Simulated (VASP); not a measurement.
Here is a VASP 6.6.1 calculation.

POSCAR

```
CuAu
1.0
    2.8293642325      0.0000000000      0.0000000000
    0.0000000000      2.8293642325      0.0000000000
    0.0000000000      0.0000000000      3.7094046847
Au Cu
1 1
Direct
    0.0000000000      0.0000000000      0.0000000000
    0.5000000000      0.5000000000      0.5000000000
```

Contents of INCAR.step1:

```
PREC = Accurate
ENCUT = 520
EDIFF = 1E-5
ISMEAR = -1
SIGMA = 0.05
LREAL = F
LASPH = T
NELM = 100
ALGO = Normal
ISIF = 2
LWAVE = T
LCHARG = F
GGA = PE
NBANDS = 18
```

The input INCAR.step2:

```
PREC = Accurate
ENCUT = 520
EDIFF = 1E-7
ISMEAR = -1
SIGMA = 0.05
LREAL = F
LASPH = T
NELM = 100
ALGO = Normal
ISIF = 2
LWAVE = F
LCHARG = F
GGA = PE
LHFCALC = T
HFSCREEN = 0.2079
PRECFOCK = Normal
ISTART = 1
NBANDS = 18
```

KPOINTS

```
Automatic mesh
0
Gamma
  6 6 4
```

Potentials or basis: VASP PAW PBE potentials, release 64 (Au, Cu).

Run with:

```sh
$ cat potpaw_PBE.64/Au/POTCAR potpaw_PBE.64/Cu/POTCAR > POTCAR
$ cp INCAR.step1 INCAR
$ mpirun -np 1 vasp_std > vasp.out
$ cp INCAR.step2 INCAR
$ mpirun -np 1 vasp_std > vasp.out
```

(1) Estimate the band gap on the k mesh.

(2) Predict the pressure.

Answers

(1) zero (bands 11 and 12 overlap by 9.27 eV).

(2) 0.1 GPa.

Caveat: the k points lie up to 0.42 Å⁻¹ apart, too coarse for converged energies and pressures of a metal; the PAW data sets were made with another functional, which shifts forces and pressure a little; spin-orbit coupling is left out, which moves the levels of the heavy elements.
